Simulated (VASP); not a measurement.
Tc, 4 atoms in the cell. Symmetry: Fm-3m, No. 225, cubic system. The conventional cell has a = 3.856 Å, b = 3.856 Å, c = 3.856 Å, α = 90.00°, β = 90.00°, γ = 90.00°. Within 3.6 Å of Tc (site symmetry m-3m) lie 12 Tc at 2.73 Å. This isn't the form of Tc at room conditions, which is hcp.

| Item | Value |
| --- | --- |
| Program | VASP 6.6.1 |
| Task | single point |
| Functional | r2SCAN |
| Potentials or basis | VASP PAW PBE potentials, release 64 (Tc_pv) |
| Cutoff | 520 eV |
| k mesh | 5 × 5 × 5 |
| Occupations | gaussian, width 0.05 eV |
| Spin | no spin polarisation |
| Dipole correction | no |
| Further INCAR settings | ALGO = Normal; EDIFF = 1e-07; NBANDS = 34 |

Potentials or basis: VASP PAW PBE potentials, release 64 (Tc_pv).

Run with:

```sh
$ cat potpaw_PBE.64/Tc_pv/POTCAR > POTCAR
$ cp INCAR.step1 INCAR
$ mpirun -np 1 vasp_std > vasp.out
$ cp INCAR.step2 INCAR
$ mpirun -np 1 vasp_std > vasp.out
```

Hardware: 1 thread of AMD EPYC 7R13 Processor (Zen 3), on a shared host.

How long does it take, and how much memory?

Run time: 64 s on 1 thread of AMD EPYC 7R13 Processor (Zen 3), with other jobs on the host, peak memory 0.14 GiB. Counts: k points 10.
